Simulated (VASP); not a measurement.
# Cu in VASP: further runs

The runs below take Cu through single point, with LDA, BLYP+D4.

All numbers are computed with VASP 6.6.1; they aren't measurements. Logs are shortened: lines on timing, memory, paths and dates and some standing lists are left out, and cuts for length are marked.

### Step 1. The cell of the first run

The typed cell holds 1 atom: a = 2.433 Å, b = 2.458 Å, c = 2.468 Å, α = 113.47°, β = 106.91°, γ = 107.06°.

### Step 2. Single point, LDA (the cell strained at random)

The input, INCAR:

```
SYSTEM = Cu
ALGO = Fast
EDIFF = 1E-6
ENCUT = 520
ISIF = 2
ISMEAR = 1
LASPH = .True.
LCHARG = .True.
LELF = .True.
LREAL = .False.
LVHAR = .True.
LWAVE = .False.
NBANDS = 12
NELM = 60
PREC = Accurate
SIGMA = 0.2
```

The input, KPOINTS:

```
k-points
0
Gamma
  13 13 13
  0 0 0
```

The input, POSCAR:

```
Cu
1.0
    2.4330683800      0.0000000000      0.0000000000
   -0.7211476517      2.3497415139      0.0000000000
   -0.7179116391     -1.2485755556      2.0041861375
Cu
1
Direct
    0.0000000000      0.5000000000      0.5000000000
```

Potentials or basis: VASP PAW LDA potentials, release 64 (Cu).

Started as:

```sh
cat potpaw_LDA.64/Cu/POTCAR > POTCAR
mpirun -np 1 vasp_std > vasp.out
```

OUTCAR:

```text
SYSTEM = Cu
   EDIFF = 1E-6
   ENCUT = 520
   ISIF = 2
   ISMEAR = 1
   LASPH = .True.
   LREAL = .False.
   NELM = 60
   PREC = Accurate

 ion  position               nearest neighbor table
   1  0.000  0.500  0.500-

  LATTYP: Found a triclinic cell.
 ALAT       =     2.4579135700
 B/A-ratio  =     1.6757373541
 C/A-ratio  =     0.9898917560
 COS(alpha) =     0.0007856654
 COS(beta)  =     0.2933982954
 COS(gamma) =     0.8354110278

  Lattice vectors:

 A1 = (  -0.7211476517,   2.3497415139,   0.0000000000)
 A2 = (  -0.0032360126,   3.5983170695,  -2.0041861375)
 A3 = (  -2.4330683800,   0.0000000000,   0.0000000000)

Analysis of symmetry for initial positions (statically):
=====================================================================
 Subroutine PRICEL returns:
 Original cell was already a primitive cell.

 Routine SETGRP: Setting up the symmetry group for a
 triclinic supercell.

 Subroutine GETGRP returns: Found  2 space group operations
 (whereof  2 operations were pure point group operations)
 out of a pool of  2 trial point group operations.

The static configuration has the point symmetry S_2 .

Analysis of symmetry for dynamics (positions and initial velocities):
=====================================================================
 Subroutine PRICEL returns:
 Original cell was already a primitive cell.

 Routine SETGRP: Setting up the symmetry group for a
 triclinic supercell.

 Subroutine GETGRP returns: Found  2 space group operations
 (whereof  2 operations were pure point group operations)
 out of a pool of  2 trial point group operations.

The dynamic configuration has the point symmetry S_2 .

 Subroutine INISYM returns: Found  2 space group operations
 (whereof  2 operations are pure point group operations),
 and found     1 'primitive' translations

----------------------------------------------------------------------------------------

                                     Primitive cell

  volume of cell :      11.4581

  direct lattice vectors                    reciprocal lattice vectors
     2.433068380  0.000000000  0.000000000     0.411003656  0.126139118  0.225806635
    -0.721147652  2.349741514  0.000000000     0.000000000  0.425578726  0.265128665
    -0.717911639 -1.248575556  2.004186138     0.000000000  0.000000000  0.498955652

  length of vectors
     2.433068380  2.457913570  2.468015420     0.485616844  0.501408477  0.498955652

  position of ions in fractional coordinates (direct lattice)
     0.000000000  0.500000000  0.500000000

  ion indices of the primitive-cell ions
   primitive index   ion index
                 1           1

----------------------------------------------------------------------------------------

 KPOINTS: k-points

Automatic generation of k-mesh.
 Grid dimensions read from file:
 generate k-points for:   13   13   13

 Generating k-lattice:

  Cartesian coordinates                     Fractional coordinates (reciprocal lattice)
     0.031615666  0.009703009  0.017369741     0.076923077  0.000000000  0.000000000
     0.000000000  0.032736825  0.020394513     0.000000000  0.076923077 -0.000000000
     0.000000000  0.000000000  0.038381204     0.000000000  0.000000000  0.076923077

  Length of vectors
     0.037355142  0.038569883  0.038381204

  Shift w.r.t. Gamma in fractional coordinates (k-lattice)
     0.000000000  0.000000000  0.000000000

 Subroutine IBZKPT returns following result:
 ===========================================

 Found   1099 irreducible k-points:

 Following reciprocal coordinates:
            Coordinates               Weight
  0.000000  0.000000  0.000000      1.000000
  0.076923  0.000000  0.000000      2.000000
  0.153846  0.000000  0.000000      2.000000
  0.230769  0.000000  0.000000      2.000000
  0.307692  0.000000  0.000000      2.000000
  0.384615  0.000000  0.000000      2.000000
[... 16 lines left out ...]
  0.153846  0.153846  0.000000      2.000000
  0.230769  0.153846  0.000000      2.000000
 [... further k-points ...]
   k-points           NKPTS =   1099   k-points in BZ     NKDIM =   1099   number of bands    NBANDS=     12
   number of dos      NEDOS =    301   number of ions     NIONS =      1
   total plane-waves  NPLWV =   5832
   dimension x,y,z NGX =    18 NGY =   18 NGZ =   18
   dimension x,y,z NGXF=    36 NGYF=   36 NGZF=   36
   ions per type =               1
   NGX,Y,Z   is equivalent  to a cutoff of  12.30, 12.17, 12.12 a.u.
   NGXF,Y,Z  is equivalent  to a cutoff of  24.60, 24.35, 24.25 a.u.
 SYSTEM =  Cu
   PREC   = accura    normal or accurate (medium, high low for compatibility)
   ISTART =      0    job   : 0-new  1-cont  2-samecut
   ICHARG =      2    charge: 1-file 2-atom 10-const
   ISPIN  =      1    spin polarized calculation?
   LNONCOLLINEAR =      F non collinear calculations
   LSORBIT =      F    spin-orbit coupling
   LASPH  =      T    aspherical Exc in radial PAW
   ENCUT  =  520.0 eV  38.22 Ry    6.18 a.u.   4.52  4.57  4.59*2*pi/ulx,y,z
   NELM   =     60;   NELMIN=  2; NELMDL= -5     # of ELM steps
   EDIFF  = 0.1E-05   stopping-criterion for ELM
   LREAL  =      F    real-space projection
   EDIFFG = 0.1E-04   stopping-criterion for IOM
   NSW    =      0    number of steps for IOM
   IBRION =     -1    ionic relax: 0-MD 1-quasi-New 2-CG
   NFREE  =      0    steps in history (QN), initial steepest desc. (CG)
   ISIF   =      2    stress and relaxation
   ISYM   =      2    0-nonsym 1-usesym 2-fastsym
   POTIM  = 0.5000    time-step for ionic-motion
   TEBEG  =    0.0;   TEEND  =   0.0 temperature during run
   PSTRESS=    0.0 pullay stress
   NELECT =      11.0000    total number of electrons
   NUPDOWN=      -1.0000    fix difference up-down
   EMIN   =  10.00;   EMAX   =-10.00  energy-range for DOS
   EFERMI =   0.00;   METHOD = LEGACY
   ISMEAR =     1;   SIGMA  =   0.20  broadening in eV -4-tet -1-fermi 0-gaus
   EFERMI_NEDOS =   21; number of points for ismear=-14 and -15
   IALGO  =     68    algorithm
   IMIX   =      4    mixing-type and parameters
     AMIX     =   0.40;   BMIX     =  1.00
     AMIX_MAG =   1.60;   BMIX_MAG =  1.00
  volume/ion in A,a.u.               =      11.46        77.32
  Fermi-wavevector in a.u.,A,eV,Ry     =   1.614984  3.051877 35.486355  2.608174
  Thomas-Fermi vector in A             =   2.709805
   LORBIT       =      0    0 simple, 1 ext, 2 COOP (PROOUT), +10 PAW based schemes
   GGA     = CA    functional components
   LHFCALC =     F    Hartree Fock is set to
   AEXX    =    0.0000 exact exchange contribution
   IVDW    =     0    specifies the selected vdW correction
   LEPSILON=     F    determine dielectric tensor
   LRPA    =     F    only Hartree local field effects (RPA)
 non-spin polarized calculation
 RMM-DIIS sequential band-by-band and
 Methfessel and Paxton  Order N= 1 SIGMA  =   0.20
  energy-cutoff  :      520.00
  volume of cell :       11.46
 maximum number of plane-waves:       322
 NGX is ok and might be reduce to    18
   NGX =  9   NGY =  9   NGZ =  9

 number of electron      11.0000008 magnetization

 Free energy of the ion-electron system (eV)
  ---------------------------------------------------
  ext. energy  EPLUGINS =         0.00000000
  ---------------------------------------------------
  free energy    TOTEN  =        -4.65975992 eV

  energy without entropy =       -4.65916550  energy(sigma->0) =       -4.65956178

 E-fermi :   7.6445     XC(G=0): -13.2796

 val. band max:        7.6424603050   @ k =   0.4615  -0.2308   0.0769
 cond. band min:       7.6475502220   @ k =  -0.2308  -0.3846   0.3077
 fundamental gap:      0.0050899170
 Fermi energy:         7.6445478876

 k-point     1 :       0.0000    0.0000    0.0000
  band No.  band energies     occupation
      1      -1.8507      2.00000
      2       4.2640      2.00000
      3       4.6031      2.00000
      4       4.6346      2.00000
      5       5.3706      2.00000
      6       5.7117      2.00000
      7      32.2035      0.00000
      8      32.2629      0.00000
      9      34.2574      0.00000
     10      36.2403      0.00000
     11      36.3510      0.00000
     12      36.4005      0.00000

 k-point     2 :       0.0769    0.0000    0.0000
  band No.  band energies     occupation
      1      -1.6295      2.00000
      2       4.2767      2.00000
      3       4.5720      2.00000
      4       4.7109      2.00000
      5       5.3273      2.00000
      6       5.7022      2.00000
      7      29.5691      0.00000
      8      32.2399      0.00000
      9      33.7267      0.00000
     10      34.8258      0.00000
     11      35.0268      0.00000
     12      35.9638      0.00000

 k-point     3 :       0.1538    0.0000    0.0000
  band No.  band energies     occupation
      1      -0.9818      2.00000
      2       4.2936      2.00000
      3       4.4764      2.00000
      4       4.9441      2.00000
      5       5.2357      2.00000
      6       5.6775      2.00000
      7      25.5043      0.00000
      8      31.3588      0.00000
      9      32.9882      0.00000
     10      33.0856      0.00000
     11      34.2817      0.00000
     12      34.4824      0.00000
[... 286 lines left out ...]
 k-point    23 :       0.1538    0.1538    0.0000
  band No.  band energies     occupation
      1       0.6328      2.00000
      2       4.0568      2.00000
      3       4.3004      2.00000
      4       5.2400      2.00000
      5       5.5803      2.00000
      6       5.7318      2.00000
      7      22.1886      0.00000
      8      23.8457      0.00000
      9      28.2793      0.00000
     10      32.1449      0.00000
     11      36.5024      0.00000
     12      39.2551      0.00000

 k-point    24 :       0.2308    0.1538    0.0000
  band No.  band energies     occupation
      1       1.7481      2.00000
      2       4.0487      2.00000
      3       4.1956      2.00000
      4       5.2457      2.00000
      5       5.6545      2.00000
      6       6.2350      2.00000
      7      18.4767      0.00000
      8      22.6407      0.00000
      9      27.1870      0.00000
     10      32.9923      0.00000
     11      35.9235      0.00000
     12      40.0561      0.00000

 [... further k-points ...]

------------------------ aborting loop because EDIFF is reached ----------------------------------------

  FORCE on cell =-STRESS in cart. coord.  units (eV):
  Direction    XX          YY          ZZ          XY          YZ          ZX
  --------------------------------------------------------------------------------------
  -------------------------------------------------------------------------------------
  Total       -0.2895924     -0.5052038     -0.6246192     -0.0654192     -0.0556912     -0.0588168
  in kB      -40.4934956    -70.6422861    -87.3400556     -9.1475212     -7.7872621     -8.2243108
  external PRESSURE =     -66.1586124 kB  Pullay stress =       0.0000000 kB

 VOLUME and BASIS-vectors are now :
 -----------------------------------------------------------------------------
  energy-cutoff  :      520.00
  volume of cell :       11.46
      direct lattice vectors                 reciprocal lattice vectors
     2.433068380  0.000000000  0.000000000     0.411003656  0.126139118  0.225806635
    -0.721147652  2.349741514  0.000000000     0.000000000  0.425578726  0.265128665
    -0.717911639 -1.248575556  2.004186138     0.000000000  0.000000000  0.498955652

 POSITION                                       TOTAL-FORCE (eV/Angst)
 -----------------------------------------------------------------------------------
     -0.71953      0.55058      1.00209         0.000000      0.000000      0.000000
 -----------------------------------------------------------------------------------
    total drift:                               -0.000000      0.000000      0.000000

  FREE ENERGIE OF THE ION-ELECTRON SYSTEM (eV)
  ---------------------------------------------------
  free  energy   TOTEN  =        -4.6597599186 eV

  energy  without entropy=       -4.6591654962  energy(sigma->0) =       -4.65956178
```

Run time: 85 s. Hardware: 1 thread of Intel Xeon Platinum 8488C (Sapphire Rapids), shared host; peak memory 0.24 GiB.

What came out:

* Free energy: -4.6598 eV
* Pressure: -6.6 GPa

Stress tensor (GPa, compression positive):
```
-4.05 -0.91 -0.82
-0.91 -7.06 -0.78
-0.82 -0.78 -8.73
```

Levels at points of the mesh, in eV from the Fermi level:
```csv
k point,band 3,band 4,band 5,band 6,band 7,band 8,band 9,band 10
"(0.00, 0.00, 0.00)",-3.04,-3.01,-2.27,-1.93,24.56,24.62,26.61,28.60
```

Caveat: the cell differs from its parent crystal (the cell strained at random).

### Step 3. Single point, BLYP+D4

This run uses another cell than the first one, of 11.51 Å³/atom, 1.004 times its volume.

The input, INCAR:

```
AGGAC = 1.0 ; AGGAX = 1.0
ALDAC = 0.0 ; ALDAX = 1.0
ALGO = Normal ; EDIFF = 1E-6
ENCUT = 520 ; GGA = B5
ISIF = 2 ; ISMEAR = -1
IVDW = 13 ; LASPH = True
LCHARG = False ; LREAL = False
LWAVE = False ; NBANDS = 12
NELM = 80 ; PREC = Accurate
SIGMA = 0.05 ; VDW_A1 = 0.44488865
VDW_A2 = 4.0933009 ; VDW_S6 = 1.0
VDW_S8 = 2.34076671
```

The input, KPOINTS:

```
k-points
0
Gamma
  13 13 13
```

The input, POSCAR:

```
Cu
1.0
   -1.4598548337      1.4598548337      1.3500592437
    1.4598548337     -1.4598548337      1.3500592437
    1.4598548337      1.4598548337     -1.3500592437
Cu
1
Direct
    0.0000000000      0.0000000000      0.0000000000
```

Potentials or basis: VASP PAW PBE potentials, release 64 (Cu).

Started as:

```sh
cat potpaw_PBE.64/Cu/POTCAR > POTCAR
mpirun -np 1 vasp_std > vasp.out
```

It took 10 s on 1 thread of Intel Xeon 6975P-C (Granite Rapids), shared host; peak memory 0.13 GiB.

Results (log left out):

* Free energy: -4.0155 eV
* Pressure: 0.7 GPa
* Dispersion energy per atom: -1.119 eV

Levels at points of the mesh, in eV from the Fermi level:
| k point | band 4 | band 5 | band 6 | band 7 | band 8 | band 9 |
| --- | --- | --- | --- | --- | --- | --- |
| (0.00, 0.00, 0.00) | -3.09 | -2.36 | -2.02 | 24.70 | 24.70 | 27.01 |

Caveat: the PAW data sets were made with another functional, which shifts forces and pressure a little; pairwise dispersion overbinds metals, which lowers pressure and volume.
